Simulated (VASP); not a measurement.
**WS2: single point with r2SCAN**

The system is WS2, a slab with vacuum.

```xyz
3
Lattice="3.1811 0.0000 0.0000 -1.5905 2.7549 0.0000 0.0000 0.0000 16.1880" Properties=species:S:1:pos:R:3 pbc="T T T"
W     0.0000    1.8366    0.0000
S     1.5905    0.9183   14.6290
S     1.5905    0.9183    1.5589
```

This cell differs from its parent crystal: strain along c alone, the other axes held: -4.5 %, then relaxed in part.

| Property | Result |
| --- | --- |
| Program | VASP 6.6.1 |
| Task | single point |
| Functional | r2SCAN |
| Potentials or basis | VASP PAW PBE potentials, release 64 (W_sv, S) |
| Cutoff | 520 eV |
| k mesh | 12 × 12 × 2 |
| Occupations | gaussian, width 0.02 eV |
| Spin | no spin polarisation |
| Dipole correction | no |
| Further INCAR settings | ALGO = Normal; EDIFF = 1e-06; NBANDS = 20 |

The largest force is 0.025 eV/Å and the band gap on the k mesh is 1.91 eV (least direct gap 1.93 eV).

Forces on the atoms (eV/Å):
```
W    0.000  0.000  0.000
S    0.000  0.000 -0.025
S    0.000  0.000  0.025
```

Levels at points of the mesh, in eV from the valence-band top:
| k point | band 11 | band 12 | band 13 | band 14 | band 15 | band 16 |
| --- | --- | --- | --- | --- | --- | --- |
| (0.00, 0.00, 0.00) | -1.78 | -1.78 | 0.00 | 3.07 | 3.07 | 3.23 |
| (0.50, 0.00, 0.00) | -2.27 | -1.43 | -0.98 | 3.00 | 3.47 | 4.41 |
| (0.00, 0.00, 0.50) | -1.78 | -1.78 | 0.00 | 3.07 | 3.07 | 3.23 |
| (0.50, 0.00, 0.50) | -2.27 | -1.43 | -0.98 | 3.00 | 3.47 | 4.41 |

Wall time 4.8 min on 1 thread of AMD EPYC 9R45 96-Core Processor (Zen 5) (shared host), peak memory 0.3 GiB.

Caveat: the cell differs from its parent crystal (strain along c alone, the other axes held: -4.5 %, then relaxed in part); there is no dipole correction, which matters where the two faces differ; the PAW data sets were made with another functional, which shifts forces and pressure a little; spin-orbit coupling is left out, which moves the levels of the heavy elements.
